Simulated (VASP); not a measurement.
# SiNi in VASP: notebook, part 2 of 2

VASP 6.6.1.

## (5) Single point, PBE

Contents of INCAR:

```
SYSTEM = SiNi
ALGO = Normal ; EDIFF = 1E-6
ENCUT = 400 ; GGA = PE
GGA_COMPAT = .FALSE. ; ISIF = 2
ISMEAR = -1 ; ISYM = -1
LASPH = .TRUE. ; LCHARG = .FALSE.
LREAL = Auto ; LWAVE = .FALSE.
NBANDS = 86 ; NELM = 120
PREC = Accurate ; SIGMA = 0.05
```

Contents of KPOINTS:

```
explicit points
1
Reciprocal
  0.25000000   0.25000000   0.25000000 1
```

Contents of POSCAR:

```
SiNi
1.0
    6.4002940000      0.0757740000      0.0022980000
    0.0757740000      6.4122190000      0.0415250000
    0.0022980000      0.0415250000      6.5625770000
Si Ni
10 10
Direct
    0.0037191882      0.5658468889      0.2661531684
    0.8294367715      0.8809915357      0.5254808867
    0.0405173981      0.0469391916      0.8385420455
    0.8288786168      0.5546379226      0.7032324188
    0.4792156109      0.7045687112      0.2933904694
    0.1536893958      0.1932239482      0.1994477470
    0.2191472375      0.6963991219      0.6968249555
    0.3719582804      0.2583340986      0.6016717086
    0.7207253545      0.3156563025      0.0997812514
    0.5748909810      0.8920640613      0.9201225281
    0.2030190296      0.7907427246      1.0360243957
    0.1632914892      0.8900641248      0.3993656521
    0.6613309344      0.4443905666      0.4322618909
    0.6925925341      0.1406958329      0.7184828502
    0.8584445007      0.9478663800      0.1619606358
    0.0172967076      0.2817271952      0.5271495527
    0.3928621986      0.1732589819      0.9533949275
    0.5112330668      0.0911958061      0.3040901890
    0.4993210031      0.5395747977      0.8507569080
    0.0763175690      0.4255781537      0.9457625395
```

Potentials or basis: VASP PAW PBE potentials, release 64 (Si, Ni).

On the command line:

```bash
$ cat potpaw_PBE.64/Si/POTCAR potpaw_PBE.64/Ni/POTCAR > POTCAR
$ mpirun -np 1 vasp_std > vasp.out
```

OUTCAR:

```text
SYSTEM = SiNi
   EDIFF = 1E-6
   ENCUT = 400
   GGA = PE
   ISIF = 2
   ISMEAR = -1
   ISYM = -1
   LASPH = .TRUE.
   LREAL = Auto
   NELM = 120
   PREC = Accurate

 ion  position               nearest neighbor table
   1  0.004  0.566  0.266-  20 2.34  11 2.45  16 2.48  12 2.51  13 2.58   6 2.60  15 2.68   9 2.69
                             2 2.86   4 3.08
   2  0.829  0.881  0.525-  14 2.26  12 2.29   4 2.38  15 2.43   3 2.70  18 2.81  16 2.86   1 2.86
                             7 2.95   5 2.97  10 3.06  13 3.09
   3  0.041  0.047  0.839-  11 2.31  14 2.42  15 2.50  16 2.53  17 2.53  20 2.55   6 2.67   7 2.68
                             2 2.70   8 2.97
   4  0.829  0.555  0.703-  13 2.21  19 2.32  20 2.37   2 2.38  16 2.41   7 2.68  14 2.81  10 3.04
                             1 3.08   9 3.09
   5  0.479  0.705  0.293-  13 2.20  12 2.43  11 2.49  18 2.49  10 2.79   2 2.97  15 3.04  19 3.11
                             7 3.13
   6  0.154  0.193  0.199-  17 2.23  20 2.27  12 2.33  16 2.39  18 2.46  15 2.50   1 2.60   3 2.67
                            11 2.82   9 2.93   8 3.03
   7  0.219  0.696  0.697-  19 2.27  11 2.32  12 2.32  20 2.55   3 2.68   4 2.68   2 2.95  10 3.02
                             8 3.03   5 3.13
   8  0.372  0.258  0.602-  14 2.30  16 2.32  17 2.37  18 2.40  13 2.48  19 2.60   3 2.97   7 3.03
[... 178 lines left out ...]
      5       0.2183      2.00000
      6       0.4428      2.00000
[... 74 lines left out ...]
     81      11.3055      0.00000
     82      11.5759      0.00000
 [bands above 82 left out]

------------------------ aborting loop because EDIFF is reached ----------------------------------------

  FORCE on cell =-STRESS in cart. coord.  units (eV):
  Direction    XX          YY          ZZ          XY          YZ          ZX
  --------------------------------------------------------------------------------------
  -------------------------------------------------------------------------------------
  Total      -12.0106269    -11.0647864    -13.3118379    -12.3703642     -5.1796488     -5.7675856
  in kB      -71.4615070    -65.8338917    -79.2035255    -73.6018921    -30.8181671    -34.3163069
  external PRESSURE =     -72.1663081 kB  Pullay stress =       0.0000000 kB

 VOLUME and BASIS-vectors are now :
 -----------------------------------------------------------------------------
  energy-cutoff  :      400.00
  volume of cell :      269.28
      direct lattice vectors                 reciprocal lattice vectors
     6.400294000  0.075774000  0.002298000     0.156264697 -0.001846321 -0.000043036
     0.075774000  6.412219000  0.041525000    -0.001846321  0.155980459 -0.000986327
     0.002298000  0.041525000  6.562577000    -0.000043036 -0.000986327  0.152385421

 POSITION                                       TOTAL-FORCE (eV/Angst)
 -----------------------------------------------------------------------------------
      0.06729      3.63967      1.77016        -0.460525     -0.051218      0.114172
      5.37660      5.73378      3.48700        -0.404711      0.829685     -0.727300
      0.26481      0.33887      5.50504         0.083636      0.830681      0.066431
      5.34871      3.64847      4.63995         0.165977     -0.330165      1.190092
      3.12118      4.56634      1.95576        -0.317059      0.802124     -0.582213
      0.99876      1.25892      1.31727         0.242895     -0.541854      0.922780
[... 12 lines left out ...]
      3.23864      3.53304      5.60671         0.599184      0.065277     -0.074672
      0.52288      2.77396      6.22449        -0.360338     -0.115717     -0.936594
 -----------------------------------------------------------------------------------
    total drift:                                0.006554     -0.003384      0.002858

  FREE ENERGIE OF THE ION-ELECTRON SYSTEM (eV)
  ---------------------------------------------------
  free  energy   TOTEN  =      -113.6460818274 eV

  energy  without entropy=     -113.6290600436  energy(sigma->0) =     -113.63757094
```

OSZICAR:

```text
N       E                     dE             d eps       ncg     rms          rms(c)
DAV:   1     0.932053398191E+03    0.93205E+03   -0.48999E+04   172   0.153E+03
DAV:   2    -0.197371995504E+02   -0.95179E+03   -0.91714E+03   172   0.377E+02
DAV:   3    -0.122202577705E+03   -0.10247E+03   -0.94677E+02   178   0.144E+02
[... 15 lines left out ...]
DAV:  19    -0.113646113104E+03    0.25348E-04   -0.18101E-04   256   0.211E-01    0.639E-02
DAV:  20    -0.113646080810E+03    0.32294E-04   -0.15408E-04   256   0.160E-01    0.134E-02
DAV:  21    -0.113646084200E+03   -0.33895E-05   -0.34146E-05   256   0.736E-02    0.183E-02
DAV:  22    -0.113646082042E+03    0.21578E-05   -0.12493E-05   192   0.639E-02    0.775E-03
DAV:  23    -0.113646081827E+03    0.21439E-06   -0.19306E-06   104   0.183E-02
   1 F= -.11364608E+03 E0= -.11363757E+03  d E =-.170218E-01
```

stdout:

```text
POSCAR found type information on POSCAR SiNi
 POSCAR found :  2 types and      20 ions
 scaLAPACK will be used
 LDA part: xc-table for (Slater+PW92), standard interpolation
 POSCAR, INCAR and KPOINTS ok, starting setup
 FFT: planning ... GRIDC
 FFT: planning ... GRID_SOFT
 FFT: planning ... GRID
 WAVECAR not read
 entering main loop
```

Run time: 45 s. Hardware: 1 thread of Intel Xeon Platinum 8488C (Sapphire Rapids), shared host; peak memory 0.28 GiB.

Results:

```yaml
Free_energy: -113.6461 eV
Pressure: -7.2 GPa
Largest_force: 2.110 eV/Å
```

Forces in eV/Å, atoms in the order of the input:
```
Si  -0.461 -0.051  0.114
Si  -0.405  0.830 -0.727
Si   0.084  0.831  0.066
Si   0.166 -0.330  1.190
Si  -0.317  0.802 -0.582
Si   0.243 -0.542  0.923
Si  -0.515 -0.532 -0.019
Si  -0.258  0.519 -0.383
Si  -0.257 -0.074 -0.440
Si   0.438 -1.855  0.905
Ni   0.478  0.493  0.017
Ni   0.078 -0.212  0.628
Ni  -0.277 -0.401 -0.560
Ni   0.752  0.426 -0.431
Ni  -0.219  0.380  0.168
Ni   0.626 -0.068  0.240
Ni  -0.808  0.676 -0.552
Ni   0.415 -0.840  0.454
Ni   0.599  0.065 -0.075
Ni  -0.360 -0.116 -0.937
```

Caveat: the atoms stand as in a frame of molecular dynamics. Spin polarisation is off, so any magnetic state and its effect on volume and gap are missing.

## (6) Overview

```csv
cell,smearing,pressure (GPa),largest force (eV/Å)
"as given, atomic positions A",fermi-dirac 0.0853 eV,-6.6,2.35
"as given, atomic positions B",fermi-dirac 0.0853 eV,-5.2,1.94
"as given, atomic positions C",fermi-dirac 0.0853 eV,-2.7,2.85
"as given, atomic positions D",fermi-dirac 0.05 eV,-7.2,2.11
```

Alike in all rows: task single point; level PBE; potentials or basis VASP PAW PBE potentials, release 64 (Si, Ni); no spin polarisation; k mesh 1 × 1 × 1, shifted; cutoff (eV) 400.

Caveats: the atoms stand as in a frame of molecular dynamics.

Absolute energies hang on the potentials; compare differences alone.
